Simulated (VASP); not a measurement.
# Cd (P6_3/mmc) in VASP: settings compared

The runs below take Cd through single point, with PBE, LDA.

All numbers are computed with VASP 6.6.1; they aren't measurements. Logs are shortened: lines on timing, memory, paths and dates and some standing lists are left out, and cuts for length are marked.

**1. The cell of the first run**

It takes space group P6_3/mmc (No. 194, hexagonal). Conventional cell: a = 2.964 Å, b = 2.964 Å, c = 5.674 Å, α = 90.00°, β = 90.00°, γ = 120.00°. Cd (site symmetry -6m2) has 12 Cd at 2.96 to 3.31 Å within 3.9 Å.

**2. Single point, PBE (z stretched by +1 % at fixed volume)**

INCAR reads:

```
  ALGO = Normal
  EDIFF = 1E-6
  ENCUT = 520
  GGA = PE
  ISIF = 2
  ISMEAR = -1
  LASPH = T
  LCHARG = F
  LREAL = F
  LWAVE = F
  NBANDS = 19
  NELM = 80
  PREC = Accurate
  SIGMA = 0.05
```

KPOINTS reads:

```
k-points
0
Gamma
  16 16 7
```

POSCAR reads:

```
Cd
1.0
    2.9640889304      0.0000000000      0.0000000000
   -1.4820444652      2.5669763128      0.0000000000
    0.0000000000      0.0000000000      5.6738265000
Cd
2
Direct
    0.3333333333      0.6666666667      0.2500000000
    0.6666666667      0.3333333333      0.7500000000
```

Potentials or basis: VASP PAW PBE potentials, release 64 (Cd).

Launch:

```console
$ cat potpaw_PBE.64/Cd/POTCAR > POTCAR
$ mpirun -np 1 vasp_std > vasp.out
```

OUTCAR:

```text
EDIFF = 1E-6
   ENCUT = 520
   GGA = PE
   ISIF = 2
   ISMEAR = -1
   LASPH = T
   LREAL = F
   NELM = 80
   PREC = Accurate

 ion  position               nearest neighbor table
   1  0.333  0.667  0.250-   2 3.31   2 3.31   2 3.31   2 3.31   2 3.31   2 3.31
   2  0.667  0.333  0.750-   1 3.31   1 3.31   1 3.31   1 3.31   1 3.31   1 3.31

  LATTYP: Found a hexagonal cell.
 ALAT       =     2.9640889304
 C/A-ratio  =     1.9141890251

  Lattice vectors:

 A1 = (   2.9640889304,   0.0000000000,   0.0000000000)
 A2 = (  -1.4820444652,   2.5669763128,   0.0000000000)
 A3 = (   0.0000000000,   0.0000000000,   5.6738265000)

Analysis of symmetry for initial positions (statically):
=====================================================================
 Subroutine PRICEL returns:
 Original cell was already a primitive cell.

 Routine SETGRP: Setting up the symmetry group for a
 hexagonal supercell.

 Subroutine GETGRP returns: Found 24 space group operations
 (whereof 12 operations were pure point group operations)
 out of a pool of 24 trial point group operations.

The static configuration has the point symmetry D_3d.
 The point group associated with its full space group is D_6h.

Analysis of symmetry for dynamics (positions and initial velocities):
=====================================================================
 Subroutine PRICEL returns:
 Original cell was already a primitive cell.

 Routine SETGRP: Setting up the symmetry group for a
 hexagonal supercell.

 Subroutine GETGRP returns: Found 24 space group operations
 (whereof 12 operations were pure point group operations)
 out of a pool of 24 trial point group operations.

The dynamic configuration has the point symmetry D_3d.
 The point group associated with its full space group is D_6h.

 Subroutine INISYM returns: Found 24 space group operations
 (whereof 12 operations are pure point group operations),
 and found     1 'primitive' translations

----------------------------------------------------------------------------------------

                                     Primitive cell

  volume of cell :      43.1707

  direct lattice vectors                    reciprocal lattice vectors
[... 80 lines left out ...]
   ICHARG =      2    charge: 1-file 2-atom 10-const
   ISPIN  =      1    spin polarized calculation?
   LNONCOLLINEAR =      F non collinear calculations
   LSORBIT =      F    spin-orbit coupling
   LASPH  =      T    aspherical Exc in radial PAW
   ENCUT  =  520.0 eV  38.22 Ry    6.18 a.u.   5.51  5.51 10.55*2*pi/ulx,y,z
   NELM   =     80;   NELMIN=  2; NELMDL= -5     # of ELM steps
   EDIFF  = 0.1E-05   stopping-criterion for ELM
   LREAL  =      F    real-space projection
   EDIFFG = 0.1E-04   stopping-criterion for IOM
   NSW    =      0    number of steps for IOM
   IBRION =     -1    ionic relax: 0-MD 1-quasi-New 2-CG
   NFREE  =      0    steps in history (QN), initial steepest desc. (CG)
   ISIF   =      2    stress and relaxation
   ISYM   =      2    0-nonsym 1-usesym 2-fastsym
   POTIM  = 0.5000    time-step for ionic-motion
   TEBEG  =    0.0;   TEEND  =   0.0 temperature during run
   PSTRESS=    0.0 pullay stress
   NELECT =      24.0000    total number of electrons
   NUPDOWN=      -1.0000    fix difference up-down
   EMIN   =  10.00;   EMAX   =-10.00  energy-range for DOS
   EFERMI =   0.00;   METHOD = LEGACY
   ISMEAR =    -1;   SIGMA  =   0.05  broadening in eV -4-tet -1-fermi 0-gaus
   EFERMI_NEDOS =   21; number of points for ismear=-14 and -15
   IALGO  =     38    algorithm
   IMIX   =      4    mixing-type and parameters
     AMIX     =   0.40;   BMIX     =  1.00
     AMIX_MAG =   1.60;   BMIX_MAG =  1.00
  volume/ion in A,a.u.               =      21.59       145.67
  Fermi-wavevector in a.u.,A,eV,Ry     =   1.346115  2.543789 24.654109  1.812026
  Thomas-Fermi vector in A             =   2.473973
   LORBIT       =      0    0 simple, 1 ext, 2 COOP (PROOUT), +10 PAW based schemes
   GGA     = PE    functional components
   LHFCALC =     F    Hartree Fock is set to
   AEXX    =    0.0000 exact exchange contribution
   IVDW    =     0    specifies the selected vdW correction
   LEPSILON=     F    determine dielectric tensor
   LRPA    =     F    only Hartree local field effects (RPA)
 non-spin polarized calculation
  energy-cutoff  :      520.00
  volume of cell :       43.17
 maximum number of plane-waves:      1197
 NGX is ok and might be reduce to    24
   NGX = 11   NGY = 11   NGZ = 21

 number of electron      23.9999992 magnetization

 Free energy of the ion-electron system (eV)
  ---------------------------------------------------
  ext. energy  EPLUGINS =         0.00000000
  ---------------------------------------------------
  free energy    TOTEN  =        -1.46718531 eV

  energy without entropy =       -1.46307373  energy(sigma->0) =       -1.46512952

 E-fermi :   2.9844     XC(G=0): -11.0293

 val. band max:        2.9756339372   @ k =   0.3750   0.1250   0.0000
 cond. band min:       2.9957709494   @ k =   0.3750   0.0625   0.0000
 fundamental gap:      0.0201370122
 Fermi energy:         2.9844464613

 k-point     1 :       0.0000    0.0000    0.0000
  band No.  band energies     occupation
      1      -6.9428      2.00000
      2      -6.6976      2.00000
      3      -6.2987      2.00000
      4      -6.2987      2.00000
      5      -6.2514      2.00000
      6      -6.2514      2.00000
[... 505 lines left out ...]
      6      -5.9798      2.00000
[... 11 lines left out ...]
     18      12.4403      0.00000
     19      13.4298      0.00000

 [... further k-points ...]

------------------------ aborting loop because EDIFF is reached ----------------------------------------

  FORCE on cell =-STRESS in cart. coord.  units (eV):
  Direction    XX          YY          ZZ          XY          YZ          ZX
  --------------------------------------------------------------------------------------
  -------------------------------------------------------------------------------------
  Total        1.1239031      1.1239031      0.5739134      0.0000000      0.0000000      0.0000000
  in kB       41.7109717     41.7109717     21.2994207      0.0000000      0.0000000      0.0000000
  external PRESSURE =      34.9071213 kB  Pullay stress =       0.0000000 kB

 VOLUME and BASIS-vectors are now :
 -----------------------------------------------------------------------------
  energy-cutoff  :      520.00
  volume of cell :       43.17
      direct lattice vectors                 reciprocal lattice vectors
     2.964088930  0.000000000  0.000000000     0.337371794  0.194781696  0.000000000
    -1.482044465  2.566976313  0.000000000     0.000000000  0.389563392  0.000000000
     0.000000000  0.000000000  5.673826500     0.000000000  0.000000000  0.176247899

 POSITION                                       TOTAL-FORCE (eV/Angst)
 -----------------------------------------------------------------------------------
     -0.00000      1.71132      1.41846        -0.000000     -0.000000      0.000000
      1.48204      0.85566      4.25537         0.000000      0.000000      0.000000
 -----------------------------------------------------------------------------------
    total drift:                               -0.000000      0.000000      0.000000

  FREE ENERGIE OF THE ION-ELECTRON SYSTEM (eV)
  ---------------------------------------------------
  free  energy   TOTEN  =        -1.4671853149 eV

  energy  without entropy=       -1.4630737311  energy(sigma->0) =       -1.46512952
```

It took 63 s on 1 thread of Intel Xeon 8259CL, shared host; peak memory 0.22 GiB.

Results:

| Item | Value |
| --- | --- |
| Free energy | -1.4672 eV |
| Pressure | 3.5 GPa |
| Band gap on the k mesh | zero (band 12 reaches 3.97 eV, above the bottom of band 13 at -0.11 eV) |

Stress tensor (GPa, compression positive):
```
4.17 0.00 0.00
0.00 4.17 0.00
0.00 0.00 2.13
```

**3. Single point, PBE (z stretched by -1.5 % at fixed volume)**

INCAR reads:

```
ALGO     = Normal         # electronic algorithm
EDIFF    = 1E-7           # SCF threshold, eV
ENCUT    = 520            # plane-wave cutoff, eV
GGA      = PE             # functional
ISIF     = 2              # what is computed and relaxed
ISMEAR   = -1             # smearing method
LASPH    = True           # aspherical terms in the spheres
LCHARG   = False          # write CHGCAR
LREAL    = False          # projectors in reciprocal space
LWAVE    = False          # write WAVECAR
NBANDS   = 19             # bands
NELM     = 100            # most SCF steps
PREC     = Accurate       # precision mode
SIGMA    = 0.05           # smearing width, eV
```

KPOINTS is that of step 2.

POSCAR reads:

```
Cd
1.0
    3.0014685778      0.0000000000      0.0000000000
   -1.5007342888      2.5993480370      0.0000000000
    0.0000000000      0.0000000000      5.5333852500
Cd
2
Direct
    0.3333333333      0.6666666667      0.2500000000
    0.6666666667      0.3333333333      0.7500000000
```

Potentials or basis: VASP PAW PBE potentials, release 64 (Cd).

Launch:

```console
$ cat potpaw_PBE.64/Cd/POTCAR > POTCAR
$ mpirun -np 1 vasp_std > vasp.out
```

Wall time 67 s (1 thread of Intel Xeon 8259CL, shared host); peak memory 0.22 GiB.

The run converged. Its results:

| Quantity | Value |
| --- | --- |
| Free energy | -1.4758 eV |
| Pressure | 2.9 GPa |
| Band gap on the k mesh | zero (band 12 reaches 4.05 eV, above the bottom of band 13 at 0.19 eV) |

Stress tensor (GPa, compression positive):
```
3.11 0.00 0.00
0.00 3.11 0.00
0.00 0.00 2.53
```

Levels at points of the mesh, in eV from the Fermi level:
| k point | band 9 | band 10 | band 11 | band 12 | band 13 | band 14 | band 15 | band 16 |
| --- | --- | --- | --- | --- | --- | --- | --- | --- |
| (0.00, 0.00, 0.00) | -8.86 | -8.58 | -8.58 | -3.05 | -2.88 | 11.08 | 14.16 | 14.41 |
| (0.50, 0.00, 0.00) | -8.34 | -8.32 | -2.50 | -2.04 | 2.02 | 2.94 | 3.18 | 5.20 |

**4. Single point, PBE**

INCAR reads:

```
SYSTEM = Cd
ALGO = Normal ; EDIFF = 1E-6
ENCUT = 520 ; GGA = PE
ISIF = 2 ; ISMEAR = -1
LASPH = .True. ; LCHARG = .False.
LREAL = .False. ; LWAVE = .False.
NBANDS = 19 ; NELM = 100
PREC = Accurate ; SIGMA = 0.05
```

KPOINTS reads:

```
k-points
0
Gamma
  16 16 7
  0 0 0
```

POSCAR reads:

```
Cd
1.0
    2.9788725081      0.0000000000      0.0000000000
   -1.4894362540      2.5797792666      0.0000000000
    0.0000000000      0.0000000000      5.6176500000
Cd
2
Direct
    0.3333333333      0.6666666667      0.2500000000
    0.6666666667      0.3333333333      0.7500000000
```

Launch:

```console
$ cat potpaw_PBE.64/Cd/POTCAR > POTCAR
$ mpirun -np 1 vasp_std > vasp.out
```

Wall time 75 s (1 thread of Intel Xeon 8259CL, shared host); peak memory 0.22 GiB.

It converged, with:

```
Free energy            : -1.4717 eV
Pressure               : 3.2 GPa
Band gap on the k mesh : zero (band 12 reaches 3.90 eV, above the bottom of band 13 at -0.05 eV)
```

Stress tensor (GPa, compression positive):
```
3.68 0.00 0.00
0.00 3.68 0.00
0.00 0.00 2.31
```

Levels at points of the mesh, in eV from the Fermi level:
```csv
k point,band 10,band 11,band 12,band 13,band 14,band 15
"(0.00, 0.00, 0.00)",-8.52,-8.52,-3.07,-3.06,10.54,14.43
"(0.50, 0.00, 0.00)",-8.23,-2.37,-1.87,1.96,3.00,3.15
```

**5. Single point, LDA**

INCAR reads:

```
SYSTEM = Cd
PREC     = Accurate       ! precision mode
ENCUT    = 520            ! plane-wave cutoff, eV
EDIFF    = 1E-6           ! SCF threshold, eV
ISMEAR   = -1             ! smearing method
SIGMA    = 0.05           ! smearing width, eV
LREAL    = .False.        ! projectors in reciprocal space
LASPH    = .True.         ! aspherical terms in the spheres
NELM     = 60             ! most SCF steps
ALGO     = Normal         ! electronic algorithm
ISIF     = 2              ! what is computed and relaxed
LWAVE    = .False.        ! write WAVECAR
LCHARG   = .False.        ! write CHGCAR
NBANDS   = 19             ! bands
```

KPOINTS reads:

```
Automatic mesh
0
Gamma
  16 16 7
  0 0 0
```

POSCAR is that of step 4.

Potentials or basis: VASP PAW LDA potentials, release 64 (Cd).

Launch:

```console
$ cat potpaw_LDA.64/Cd/POTCAR > POTCAR
$ mpirun -np 1 vasp_std > vasp.out
```

OUTCAR:

```text
SYSTEM = Cd
   PREC = Accurate
   ENCUT = 520
   EDIFF = 1E-6
   ISMEAR = -1
   LREAL = .False.
   LASPH = .True.
   NELM = 60
   ISIF = 2

 ion  position               nearest neighbor table
   1  0.333  0.667  0.250-   2 3.29   2 3.29   2 3.29   2 3.29   2 3.29   2 3.29
   2  0.667  0.333  0.750-   1 3.29   1 3.29   1 3.29   1 3.29   1 3.29   1 3.29

  LATTYP: Found a hexagonal cell.
 ALAT       =     2.9788725081
 C/A-ratio  =     1.8858309594

  Lattice vectors:

 A1 = (   2.9788725081,   0.0000000000,   0.0000000000)
 A2 = (  -1.4894362540,   2.5797792666,   0.0000000000)
 A3 = (   0.0000000000,   0.0000000000,   5.6176500000)

Analysis of symmetry for initial positions (statically):
=====================================================================
 Subroutine PRICEL returns:
 Original cell was already a primitive cell.

 Routine SETGRP: Setting up the symmetry group for a
 hexagonal supercell.

 Subroutine GETGRP returns: Found 24 space group operations
 (whereof 12 operations were pure point group operations)
 out of a pool of 24 trial point group operations.

The static configuration has the point symmetry D_3d.
 The point group associated with its full space group is D_6h.

Analysis of symmetry for dynamics (positions and initial velocities):
=====================================================================
 Subroutine PRICEL returns:
 Original cell was already a primitive cell.

 Routine SETGRP: Setting up the symmetry group for a
 hexagonal supercell.

 Subroutine GETGRP returns: Found 24 space group operations
 (whereof 12 operations were pure point group operations)
 out of a pool of 24 trial point group operations.

The dynamic configuration has the point symmetry D_3d.
 The point group associated with its full space group is D_6h.

 Subroutine INISYM returns: Found 24 space group operations
 (whereof 12 operations are pure point group operations),
 and found     1 'primitive' translations

[... 110 lines left out ...]
   EFERMI_NEDOS =   21; number of points for ismear=-14 and -15
   IALGO  =     38    algorithm
   IMIX   =      4    mixing-type and parameters
     AMIX     =   0.40;   BMIX     =  1.00
     AMIX_MAG =   1.60;   BMIX_MAG =  1.00
  volume/ion in A,a.u.               =      21.59       145.67
  Fermi-wavevector in a.u.,A,eV,Ry     =   1.346115  2.543789 24.654109  1.812026
  Thomas-Fermi vector in A             =   2.473973
   LORBIT       =      0    0 simple, 1 ext, 2 COOP (PROOUT), +10 PAW based schemes
   GGA     = CA    functional components
   LHFCALC =     F    Hartree Fock is set to
   AEXX    =    0.0000 exact exchange contribution
   IVDW    =     0    specifies the selected vdW correction
   LEPSILON=     F    determine dielectric tensor
   LRPA    =     F    only Hartree local field effects (RPA)
 non-spin polarized calculation
  energy-cutoff  :      520.00
  volume of cell :       43.17
 maximum number of plane-waves:      1188
 NGX is ok and might be reduce to    24
   NGX = 11   NGY = 11   NGZ = 21

 number of electron      23.9999993 magnetization

 Free energy of the ion-electron system (eV)
  ---------------------------------------------------
  ext. energy  EPLUGINS =         0.00000000
  ---------------------------------------------------
  free energy    TOTEN  =        -3.00951508 eV

  energy without entropy =       -3.00468966  energy(sigma->0) =       -3.00710237

 E-fermi :   2.7337     XC(G=0): -11.3705

 val. band max:        2.7242967385   @ k =   0.1875   0.0625   0.1429
 cond. band min:       2.7436732506   @ k =   0.3125   0.3125   0.4286
 fundamental gap:      0.0193765121
 Fermi energy:         2.7336586194

 k-point     1 :       0.0000    0.0000    0.0000
  band No.  band energies     occupation
      1      -7.1261      2.00000
      2      -6.8578      2.00000
      3      -6.4791      2.00000
      4      -6.4791      2.00000
      5      -6.4274      2.00000
      6      -6.4274      2.00000
[... 505 lines left out ...]
      6      -6.1639      2.00000
[... 11 lines left out ...]
     18      12.1042      0.00000
     19      13.2131      0.00000

 [... further k-points ...]

------------------------ aborting loop because EDIFF is reached ----------------------------------------

  FORCE on cell =-STRESS in cart. coord.  units (eV):
  Direction    XX          YY          ZZ          XY          YZ          ZX
  --------------------------------------------------------------------------------------
  -------------------------------------------------------------------------------------
  Total       -1.1495342     -1.1495342     -0.8910582     -0.0000000     -0.0000000      0.0000000
  in kB      -42.6622079    -42.6622079    -33.0694911     -0.0000000     -0.0000000      0.0000000
  external PRESSURE =     -39.4646356 kB  Pullay stress =       0.0000000 kB

 VOLUME and BASIS-vectors are now :
 -----------------------------------------------------------------------------
  energy-cutoff  :      520.00
  volume of cell :       43.17
      direct lattice vectors                 reciprocal lattice vectors
     2.978872508  0.000000000  0.000000000     0.335697482  0.193815032  0.000000000
    -1.489436254  2.579779267  0.000000000     0.000000000  0.387630063  0.000000000
     0.000000000  0.000000000  5.617650000     0.000000000  0.000000000  0.178010378

 POSITION                                       TOTAL-FORCE (eV/Angst)
 -----------------------------------------------------------------------------------
     -0.00000      1.71985      1.40441        -0.000000      0.000000      0.000000
      1.48944      0.85993      4.21324         0.000000     -0.000000      0.000000
 -----------------------------------------------------------------------------------
    total drift:                                0.000000     -0.000000      0.000000

  FREE ENERGIE OF THE ION-ELECTRON SYSTEM (eV)
  ---------------------------------------------------
  free  energy   TOTEN  =        -3.0095150821 eV

  energy  without entropy=       -3.0046896641  energy(sigma->0) =       -3.00710237
```

stdout:

```text
POSCAR found type information on POSCAR Cd
 POSCAR found :  1 types and       2 ions
 scaLAPACK will be used
 LDA part: xc-table for (Slater(with rela. corr.)+CA(PZ))
 , standard interpolation
 POSCAR, INCAR and KPOINTS ok, starting setup
 FFT: planning ... GRIDC
 FFT: planning ... GRID_SOFT
 FFT: planning ... GRID
 WAVECAR not read
 entering main loop
```

Run time: 41 s. Hardware: 1 thread of Intel Xeon Platinum 8375C at 2.90GHz (Ice Lake), shared host; peak memory 0.2 GiB.

What came out:

| Property | Result |
| --- | --- |
| Free energy | -3.0095 eV |
| Pressure | -3.9 GPa |
| Band gap on the k mesh | zero (band 12 reaches 3.63 eV, above the bottom of band 13 at -0.31 eV) |

**6. Overview**

| level | potentials or basis | cell | gap on the mesh (eV) | pressure (GPa) |
| --- | --- | --- | --- | --- |
| PBE | VASP PAW PBE potentials, release 64 (Cd) | a = 2.964, b = 2.964, c = 5.674 Å, angles 90.0, 90.0, 120.0°, 2 atoms | none | 3.5 |
| PBE | VASP PAW PBE potentials, release 64 (Cd) | a = 3.001, b = 3.001, c = 5.533 Å, angles 90.0, 90.0, 120.0°, 2 atoms | none | 2.9 |
| PBE | VASP PAW PBE potentials, release 64 (Cd) | a = 2.979, b = 2.979, c = 5.618 Å, angles 90.0, 90.0, 120.0°, 2 atoms | none | 3.2 |
| LDA | VASP PAW LDA potentials, release 64 (Cd) | a = 2.979, b = 2.979, c = 5.618 Å, angles 90.0, 90.0, 120.0°, 2 atoms | none | -3.9 |

Alike in all rows: task single point; no spin polarisation; k mesh 16 × 16 × 7; cutoff (eV) 520; smearing fermi-dirac 0.05 eV.

Absolute energies hang on the potentials; compare differences alone.
